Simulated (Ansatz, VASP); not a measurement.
## One calculation of MoS2, two programs

Contents of POSCAR:

```
MoS2
1.0
    3.1840786179      0.0000000000      0.0000000000
   -1.5920393089      2.7574929707      0.0000000000
    0.0000000000      0.0000000000     15.6172513212
S Mo
2 1
Direct
    0.3333333333      0.6666666667      0.9004545235
    0.3333333333      0.6666666667      0.0995454765
    0.0000000000      0.0000000000      0.0000000000
```

File INCAR.step1:

```
  ALGO = Normal
  EDIFF = 1E-4
  ENCUT = 600
  GGA = PE
  ISMEAR = 0
  LASPH = True
  LCHARG = False
  LREAL = False
  LWAVE = True
  NELM = 100
  PREC = Accurate
  SIGMA = 0.02
```

The input INCAR.step2:

```
  ALGO = Normal
  EDIFF = 1E-6
  EDIFFG = -0.01
  ENCUT = 600
  IBRION = 2
  ISIF = 3
  ISMEAR = 0
  ISTART = 1
  LASPH = True
  LCHARG = False
  LMIXTAU = True
  LREAL = False
  LWAVE = False
  METAGGA = R2SCAN
  NELM = 100
  NSW = 80
  PREC = Accurate
  SIGMA = 0.02
```

The input KPOINTS:

```
k-points
0
Gamma
  12 12 2
```

Input for Ansatz:

```yaml
crystal:
  lattice:
    - [3.1840786179, 0.0, 0.0]
    - [-1.5920393089, 2.7574929707, 0.0]
    - [0.0, 0.0, 15.6172513212]
  atoms:
    - { symbol: S, position: [0.3333333333, 0.6666666667, 0.9004545235] }
    - { symbol: S, position: [0.3333333333, 0.6666666667, 0.0995454765] }
    - { symbol: Mo, position: [0.0, 0.0, 0.0] }
basis:
  ecutwfc: 500
kpoints:
  mp_grid: { grid: [12, 12, 2] }
hamiltonian:
  xc: r2scan
scf:
  occupations: { method: gaussian, width: 0.02 }
output:
  forces: true
  stress: true
  eigenvalues: true
  write_density: true
  write_potential: true
  elf: true
  volumetric_format: npy
relax:
  adjacent_minimum: "off"
  f_tol: 0.01
  max_steps: 60
  cell: { stress_tol: 0.1 }
```

Alike in both runs: task relaxation of cell and atoms; functional r2SCAN; k mesh 12 × 12 × 2; occupations gaussian, width 0.02 eV; no spin polarisation.

|  | VASP | Ansatz |
| --- | --- | --- |
| version | VASP 6.6.1 | Ansatz 0.2.0 |
| potentials or method | VASP PAW PBE potentials, release 64 (S, Mo_sv), cutoff 600 eV | scalar-relativistic, plane waves, PAW |
| valence electrons in the cell | 26 | 26 |

Ansatz gave:

```
gap on the k mesh at the Fermi level, each at its own relaxed structure (eV) : 1.68
relaxed volume (Å³/atom)                                                     : 45.69
relaxed length of the cell vector where the two differ most in proportion (Å)              : 15.617
```

Estimate VASP's values.

gap on the k mesh at the Fermi level, each at its own relaxed structure (eV): 1.69; relaxed volume (Å³/atom): 45.65; relaxed length of the cell vector where the two differ most in proportion (Å): 15.604.

VASP's potentials were made for PBE, not for r2SCAN. Ansatz's warnings: xc potential rough in thin density.
